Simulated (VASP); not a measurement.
Pd: electric field gradients with LDA

The system is Pd.

```
Pd
1.0
     0.00000    1.90520    1.90520
     1.90520    0.00000    1.90520
     1.90520    1.90520    0.00000
Pd
1
Direct
  0.00000 0.00000 0.00000
```

```json
{"Program": "VASP 6.6.1", "Task": "electric field gradients", "Functional": "LDA", "Potentials or basis": "VASP PAW LDA potentials, release 64 (Pd)", "Cutoff": "520 eV", "k mesh": "18 × 18 × 18", "Occupations": "fermi-dirac, width 0.05 eV", "Spin": "no spin polarisation", "Dipole correction": "no", "Further INCAR settings": "ALGO = Normal; EDIFF = 1e-08; NBANDS = 11"}
```

The pressure is 5.8 GPa, the band gap on the k mesh is zero (bands 5 and 6 overlap by 1.78 eV) and the largest electric field gradient by atom is zero within the noise of the run.

Levels at points of the mesh, in eV from the Fermi level:
```tsv
k point	band 1	band 2	band 3	band 4	band 5	band 6	band 7	band 8	band 9	band 10
(0.00, 0.00, 0.00)	-7.76	-3.19	-3.19	-3.19	-1.36	-1.36	17.12	22.21	22.21	22.21
(0.50, 0.00, 0.00)	-5.90	-3.24	-3.24	-0.02	-0.02	0.79	7.78	16.51	21.53	21.53
(0.50, 0.50, 0.00)	-6.02	-5.71	-0.04	0.33	0.33	3.24	11.40	13.40	13.40	22.46
```

Wall time 16 s on 1 thread of Intel(R) Xeon(R) Platinum 8375C CPU @ 2.90GHz (Ice Lake), on a shared host, peak memory 0.14 GiB.

Caveat: the cell stands under pressure.
